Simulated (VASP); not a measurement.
# CaSe (I4/mmm) in VASP: a series of runs

CaSe is run at these levels: PBEsol; tasks: single point.

Program: VASP 6.6.1. These are calculated values, not measurements. Logs are shortened: lines on timing, memory, paths and dates and some standing lists are left out, and cuts for length are marked.

## 1. The cell of the first run

It takes space group I4/mmm (No. 139, tetragonal). The conventional cell has a = 4.171 Å, b = 4.171 Å, c = 5.859 Å, α = 90.00°, β = 90.00°, γ = 90.00°. Within 3.9 Å of Ca (site symmetry 4/mmm) lie 6 Se at 2.93 to 2.95 Å. Se (site symmetry 4/mmm) has 6 Ca at 2.93 to 2.95 Å within 3.9 Å.

## 2. Single point, PBEsol (in-plane strain +0.005, then relaxed in part)

File INCAR:

```
PREC = Accurate
ENCUT = 520
EDIFF = 1E-6
ISMEAR = 0
SIGMA = 0.01
LREAL = False
LASPH = True
NELM = 100
ALGO = Normal
ISIF = 2
LWAVE = False
LCHARG = False
GGA = PS
NBANDS = 15
```

File KPOINTS:

```
regular mesh
0
Gamma
  8 8 8
```

File POSCAR:

```
CaSe
1.0
    2.9491228363      2.9491228363      0.0000000000
   -2.9491228363      2.9491228363      0.0000000000
    0.0000000000      2.9491228363      2.9296804933
Ca Se
1 1
Direct
    0.0000000000      0.0000000000      0.0000000000
    0.5000000000      0.5000000000      0.0000000000
```

Potentials or basis: VASP PAW PBE potentials, release 64 (Ca_sv, Se).

Command:

```console
$ cat potpaw_PBE.64/Ca_sv/POTCAR potpaw_PBE.64/Se/POTCAR > POTCAR
$ mpirun -np 1 vasp_std > vasp.out
```

OUTCAR:

```text
PREC = Accurate
   ENCUT = 520
   EDIFF = 1E-6
   ISMEAR = 0
   LREAL = False
   LASPH = True
   NELM = 100
   ISIF = 2
   GGA = PS

 ion  position               nearest neighbor table
   1  0.000  0.000  0.000-   2 2.93   2 2.93   2 2.95   2 2.95   2 2.95   2 2.95
   2  0.500  0.500  0.000-   1 2.93   1 2.93   1 2.95   1 2.95   1 2.95   1 2.95

  LATTYP: Found a body centered tetragonal cell.
 ALAT       =     4.1706895122
 C/A-ratio  =     1.4048902392

  Lattice vectors:

 A1 = (   2.9491228363,   0.0000000000,  -2.9296804933)
 A2 = (  -2.9491228363,   0.0000000000,  -2.9296804933)
 A3 = (   0.0000000000,   2.9491228363,   2.9296804933)

Analysis of symmetry for initial positions (statically):
=====================================================================
 Subroutine PRICEL returns:
 Original cell was already a primitive cell.

 Routine SETGRP: Setting up the symmetry group for a
 body centered tetragonal supercell.

 Subroutine GETGRP returns: Found 16 space group operations
 (whereof 16 operations were pure point group operations)
 out of a pool of 16 trial point group operations.

The static configuration has the point symmetry D_4h.

Analysis of symmetry for dynamics (positions and initial velocities):
=====================================================================
 Subroutine PRICEL returns:
 Original cell was already a primitive cell.

 Routine SETGRP: Setting up the symmetry group for a
 body centered tetragonal supercell.

 Subroutine GETGRP returns: Found 16 space group operations
 (whereof 16 operations were pure point group operations)
 out of a pool of 16 trial point group operations.

The dynamic configuration has the point symmetry D_4h.

 Subroutine INISYM returns: Found 16 space group operations
 (whereof 16 operations are pure point group operations),
 and found     1 'primitive' translations

----------------------------------------------------------------------------------------

                                     Primitive cell

  volume of cell :      50.9608

  direct lattice vectors                    reciprocal lattice vectors
     2.949122836  2.949122836  0.000000000     0.169541938  0.169541938 -0.170667075
    -2.949122836  2.949122836  0.000000000    -0.169541938  0.169541938 -0.170667075
     0.000000000  2.949122836  2.929680493     0.000000000  0.000000000  0.341334150

  length of vectors
     4.170689512  4.170689512  4.156964433     0.294306282  0.294306282  0.341334150

  position of ions in fractional coordinates (direct lattice)
     0.000000000  0.000000000  0.000000000
     0.500000000  0.500000000  0.000000000

  ion indices of the primitive-cell ions
   primitive index   ion index
                 1           1
                 2           2

----------------------------------------------------------------------------------------

 KPOINTS: regular mesh

Automatic generation of k-mesh.
 Grid dimensions read from file:
 generate k-points for:    8    8    8

 Generating k-lattice:

  Cartesian coordinates                     Fractional coordinates (reciprocal lattice)
     0.021192742  0.021192742 -0.021333384     0.125000000  0.000000000 -0.000000000
    -0.021192742  0.021192742 -0.021333384     0.000000000  0.125000000 -0.000000000
     0.000000000  0.000000000  0.042666769     0.000000000  0.000000000  0.125000000

  Length of vectors
     0.036788285  0.036788285  0.042666769

  Shift w.r.t. Gamma in fractional coordinates (k-lattice)
     0.000000000  0.000000000  0.000000000

 Subroutine IBZKPT returns following result:
 ===========================================

 Found     59 irreducible k-points:

 Following reciprocal coordinates:
            Coordinates               Weight
  0.000000  0.000000  0.000000      1.000000
  0.125000  0.000000 -0.000000      8.000000
  0.250000  0.000000 -0.000000      8.000000
  0.375000  0.000000 -0.000000      8.000000
  0.500000  0.000000 -0.000000      4.000000
  0.125000  0.125000 -0.000000      8.000000
[... 16 lines left out ...]
  0.250000  0.000000  0.125000      4.000000
  0.375000  0.000000  0.125000      8.000000
 [... further k-points ...]
   k-points           NKPTS =     59   k-points in BZ     NKDIM =     59   number of bands    NBANDS=     15
   number of dos      NEDOS =    301   number of ions     NIONS =      2
   total plane-waves  NPLWV =  32768
   dimension x,y,z NGX =    32 NGY =   32 NGZ =   32
   dimension x,y,z NGXF=    64 NGYF=   64 NGZF=   64
   ions per type =               1   1
   NGX,Y,Z   is equivalent  to a cutoff of  12.76, 12.76, 12.80 a.u.
   NGXF,Y,Z  is equivalent  to a cutoff of  25.51, 25.51, 25.59 a.u.
 SYSTEM =  unknown system
   PREC   = accura    normal or accurate (medium, high low for compatibility)
   ISTART =      0    job   : 0-new  1-cont  2-samecut
   ICHARG =      2    charge: 1-file 2-atom 10-const
   ISPIN  =      1    spin polarized calculation?
   LNONCOLLINEAR =      F non collinear calculations
   LSORBIT =      F    spin-orbit coupling
   LASPH  =      T    aspherical Exc in radial PAW
   ENCUT  =  520.0 eV  38.22 Ry    6.18 a.u.   7.75  7.75  7.73*2*pi/ulx,y,z
   NELM   =    100;   NELMIN=  2; NELMDL= -5     # of ELM steps
   EDIFF  = 0.1E-05   stopping-criterion for ELM
   LREAL  =      F    real-space projection
   EDIFFG = 0.1E-04   stopping-criterion for IOM
   NSW    =      0    number of steps for IOM
   IBRION =     -1    ionic relax: 0-MD 1-quasi-New 2-CG
   NFREE  =      0    steps in history (QN), initial steepest desc. (CG)
   ISIF   =      2    stress and relaxation
   ISYM   =      2    0-nonsym 1-usesym 2-fastsym
   POTIM  = 0.5000    time-step for ionic-motion
   TEBEG  =    0.0;   TEEND  =   0.0 temperature during run
   PSTRESS=    0.0 pullay stress
   NELECT =      16.0000    total number of electrons
   NUPDOWN=      -1.0000    fix difference up-down
   EMIN   =  10.00;   EMAX   =-10.00  energy-range for DOS
   EFERMI =   0.00;   METHOD = LEGACY
   ISMEAR =     0;   SIGMA  =   0.01  broadening in eV -4-tet -1-fermi 0-gaus
   EFERMI_NEDOS =   21; number of points for ismear=-14 and -15
   IALGO  =     38    algorithm
   IMIX   =      4    mixing-type and parameters
     AMIX     =   0.40;   BMIX     =  1.00
     AMIX_MAG =   1.60;   BMIX_MAG =  1.00
  volume/ion in A,a.u.               =      25.48       171.95
  Fermi-wavevector in a.u.,A,eV,Ry     =   1.112678  2.102657 16.844724  1.238052
  Thomas-Fermi vector in A             =   2.249255
   LORBIT       =      0    0 simple, 1 ext, 2 COOP (PROOUT), +10 PAW based schemes
   GGA     = PS    functional components
   LHFCALC =     F    Hartree Fock is set to
   AEXX    =    0.0000 exact exchange contribution
   IVDW    =     0    specifies the selected vdW correction
   LEPSILON=     F    determine dielectric tensor
   LRPA    =     F    only Hartree local field effects (RPA)
 non-spin polarized calculation
 Gauss-broadening in eV      SIGMA  =   0.01
  energy-cutoff  :      520.00
  volume of cell :       50.96
 maximum number of plane-waves:      1395
   NGX = 15   NGY = 15   NGZ = 15

 number of electron      16.0000000 magnetization

 Free energy of the ion-electron system (eV)
  ---------------------------------------------------
  ext. energy  EPLUGINS =         0.00000000
  ---------------------------------------------------
  free energy    TOTEN  =       -10.07360478 eV

  energy without entropy =      -10.07360478  energy(sigma->0) =      -10.07360478

 E-fermi :   2.5363     XC(G=0):  -9.3920

 val. band max:        2.4516038297   @ k =   0.0000   0.0000   0.0000
 cond. band min:       4.3347298285   @ k =   0.0000   0.0000   0.5000
 fundamental gap:      1.8831259988
 Fermi energy:         2.5362583094

 k-point     1 :       0.0000    0.0000    0.0000
  band No.  band energies     occupation
      1     -37.0457      2.00000
      2     -18.1238      2.00000
      3     -18.1238      2.00000
      4     -18.1227      2.00000
      5      -9.4298      2.00000
      6       2.4477      2.00000
      7       2.4477      2.00000
      8       2.4516      2.00000
      9       5.7109      0.00000
     10       6.0753      0.00000
     11       6.0753      0.00000
     12       6.1203      0.00000
     13       6.6953      0.00000
     14       6.7214      0.00000
     15      12.0055      0.00000

 k-point     2 :       0.1250    0.0000   -0.0000
  band No.  band energies     occupation
      1     -37.0446      2.00000
      2     -18.1428      2.00000
      3     -18.1251      2.00000
      4     -18.1242      2.00000
      5      -9.3317      2.00000
      6       1.6472      2.00000
      7       2.1949      2.00000
      8       2.1982      2.00000
      9       5.9820      0.00000
     10       6.2983      0.00000
     11       6.3231      0.00000
     12       6.7248      0.00000
     13       7.1150      0.00000
     14       7.1468      0.00000
     15      12.2446      0.00000

 k-point     3 :       0.2500    0.0000   -0.0000
  band No.  band energies     occupation
      1     -37.0419      2.00000
      2     -18.1886      2.00000
      3     -18.1284      2.00000
      4     -18.1271      2.00000
      5      -9.0825      2.00000
      6       0.3711      2.00000
      7       1.7144      2.00000
      8       1.7180      2.00000
      9       6.0876      0.00000
     10       6.8395      0.00000
     11       6.8551      0.00000
     12       8.1324      0.00000
     13       8.1390      0.00000
     14       8.2163      0.00000
     15      11.8660      0.00000
[... 343 lines left out ...]
 k-point    23 :       0.2500    0.0000    0.1250
  band No.  band energies     occupation
      1     -37.0430      2.00000
      2     -18.1644      2.00000
      3     -18.1339      2.00000
      4     -18.1246      2.00000
      5      -9.1921      2.00000
      6       0.8899      2.00000
      7       1.8554      2.00000
      8       1.9208      2.00000
      9       6.2860      0.00000
     10       6.4139      0.00000
     11       6.6213      0.00000
     12       6.9434      0.00000
     13       8.0333      0.00000
     14       8.0557      0.00000
     15      12.3125      0.00000

 k-point    24 :       0.3750    0.0000    0.1250
  band No.  band energies     occupation
      1     -37.0403      2.00000
      2     -18.2030      2.00000
      3     -18.1419      2.00000
      4     -18.1279      2.00000
      5      -8.9520      2.00000
      6      -0.0223      2.00000
      7       1.4281      2.00000
      8       1.4660      2.00000
      9       6.4147      0.00000
     10       6.9044      0.00000
     11       7.5847      0.00000
     12       7.6014      0.00000
     13       8.7292      0.00000
     14       9.2363      0.00000
     15      11.8534      0.00000

 [... further k-points ...]
[... 5 lines left out ...]
  --------------------------------------------------------------------------------------
  -------------------------------------------------------------------------------------
  Total       -0.1443123     -0.1443123      0.0622418      0.0000000     -0.0000000      0.0000000
  in kB       -4.5370945     -4.5370945      1.9568463      0.0000000     -0.0000000      0.0000000
  external PRESSURE =      -2.3724476 kB  Pullay stress =       0.0000000 kB

 VOLUME and BASIS-vectors are now :
 -----------------------------------------------------------------------------
  energy-cutoff  :      520.00
  volume of cell :       50.96
      direct lattice vectors                 reciprocal lattice vectors
     2.949122836  2.949122836  0.000000000     0.169541938  0.169541938 -0.170667075
    -2.949122836  2.949122836  0.000000000    -0.169541938  0.169541938 -0.170667075
     0.000000000  2.949122836  2.929680493     0.000000000  0.000000000  0.341334150

 POSITION                                       TOTAL-FORCE (eV/Angst)
 -----------------------------------------------------------------------------------
      0.00000      0.00000      0.00000        -0.000000      0.000000      0.000000
      0.00000      2.94912      0.00000         0.000000     -0.000000      0.000000
 -----------------------------------------------------------------------------------
    total drift:                                0.000000     -0.000000     -0.000000

  FREE ENERGIE OF THE ION-ELECTRON SYSTEM (eV)
  ---------------------------------------------------
  free  energy   TOTEN  =       -10.0736047786 eV

  energy  without entropy=      -10.0736047786  energy(sigma->0) =      -10.07360478
```

It took 30 s on 1 thread of Intel Xeon 6975P-C, shared host; peak memory 0.2 GiB.

Results:

- Free energy: -10.0736 eV
- Pressure: -0.2 GPa
- Band gap on the k mesh: 1.88 eV, indirect (least direct gap 2.84 eV)

Levels at points of the mesh, in eV from the valence-band top:
```tsv
k point	band 5	band 6	band 7	band 8	band 9	band 10	band 11	band 12
(0.00, 0.00, 0.00)	-11.88	0.00	0.00	0.00	3.26	3.62	3.62	3.67
(0.50, 0.00, 0.00)	-11.14	-3.40	-1.25	-1.25	4.40	5.48	5.52	5.53
(0.50, 0.50, 0.00)	-11.28	-2.61	-0.96	-0.95	1.89	4.99	5.06	6.07
(0.00, 0.00, 0.50)	-11.27	-2.59	-0.98	-0.98	1.88	4.99	5.07	6.08
```

Caveat: the cell differs from its parent crystal (in-plane strain +0.005, then relaxed in part); the PAW data sets were made with another functional, which shifts forces and pressure a little.

## 3. Single point, PBEsol (in-plane strain +0.005)

INCAR: that of step 2 with these lines changed.

```diff
@@ -7,3 +7,3 @@
 LASPH = True
-NELM = 100
+NELM = 60
 ALGO = Normal
```

File KPOINTS:

```
Automatic mesh
0
Gamma
  8 8 8
```

POSCAR: that of step 2 with these lines changed.

```diff
@@ -4,3 +4,3 @@
    -2.9491228363      2.9491228363      0.0000000000
-    0.0000000000      2.9491228363      2.9296804933
+    0.0000000000      2.9491228363      2.9256472316
 Ca Se
```

Potentials or basis: VASP PAW PBE potentials, release 64 (Ca_sv, Se).

Command:

```console
$ cat potpaw_PBE.64/Ca_sv/POTCAR potpaw_PBE.64/Se/POTCAR > POTCAR
$ mpirun -np 1 vasp_std > vasp.out
```

Run time: 31 s. Hardware: 1 thread of Intel Xeon 6975P-C, shared host; peak memory 0.2 GiB.

It converged, with:

```yaml
Free_energy: -10.0735 eV
Pressure: -0.2 GPa
Band_gap_on_the_k_mesh: 1.88 eV, indirect (least direct gap 2.83 eV)
```

Stress tensor (GPa, compression positive):
```
-0.43  0.00  0.00
 0.00 -0.43  0.00
 0.00  0.00  0.36
```

Levels at points of the mesh, in eV from the valence-band top:
```
           k point  band 5  band 6  band 7  band 8  band 9  band 10  band 11  band 12
(0.00, 0.00, 0.00)  -11.89    0.00    0.00    0.00    3.27     3.62     3.62     3.67
(0.50, 0.00, 0.00)  -11.15   -3.40   -1.26   -1.25    4.40     5.49     5.52     5.53
(0.50, 0.50, 0.00)  -11.29   -2.61   -0.96   -0.95    1.88     4.99     5.07     6.08
(0.00, 0.00, 0.50)  -11.28   -2.59   -0.99   -0.99    1.88     5.00     5.07     6.09
```

Caveat: the cell differs from its parent crystal (in-plane strain +0.005); the PAW data sets were made with another functional, which shifts forces and pressure a little. A k mesh can miss the band edges.
